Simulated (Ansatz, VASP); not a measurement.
## SrO: VASP beside Ansatz

```
Sr O
1.0
     0.00000    2.56980    2.56980
     2.56980    0.00000    2.56980
     2.56980    2.56980    0.00000
Sr O
1 1
Direct
  0.50000 0.50000 0.50000
  0.00000 0.00000 0.00000
```

Alike in both runs: task single point; functional BLYP; dispersion D3(BJ); k mesh 8 × 8 × 8; occupations gaussian, width 0.05 eV; no spin polarisation.

```csv
,VASP,Ansatz
version,VASP 6.6.1,Ansatz 0.2.0
potentials or method,"VASP PAW PBE potentials, release 64 (Sr_sv, O), cutoff 520 eV","scalar-relativistic, plane waves, PAW"
valence electrons in the cell,16,16
```

|  | VASP | Ansatz | Ansatz less VASP |
| --- | --- | --- | --- |
| gap on the k mesh at the Fermi level (eV) | 3.39 | 3.45 | +0.058 |
| least direct gap on the mesh (eV) | 3.48 | 3.52 | +0.049 |
| pressure (GPa) | 0.7 | 0.1 | -0.63 |

VASP's potentials were made for PBE, not for BLYP.
